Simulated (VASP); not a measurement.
Runs of VASP 6.6.1 on V. The structure is that of space group Pm-3m (No. 221), or close to it. The cells are those of the table. 

```tsv
cell	gap on the mesh (eV)	pressure (GPa)
a = 2.437 Å, 1 atom	none	6.4
a = 2.503 Å, 1 atom	none	(b)
a = 2.534 Å, 1 atom	none	-7.7
a = 2.470 Å, 1 atom	none	0.8
a = 2.565 Å, 1 atom	none	(a)
```

Alike in all rows: task single point; level RPBE; potentials or basis VASP PAW PBE potentials, release 64 (V_sv); no spin polarisation; k mesh 14 × 14 × 14; cutoff (eV) 520; smearing fermi-dirac 0.1 eV.

Task: Fill in the values left out.

Result: (a) -10.9; (b) -3.9.

Caveats: the PAW data sets were made with another functional, which shifts forces and pressure a little.

A gap of «none» marks levels without a gap at the run's occupations.
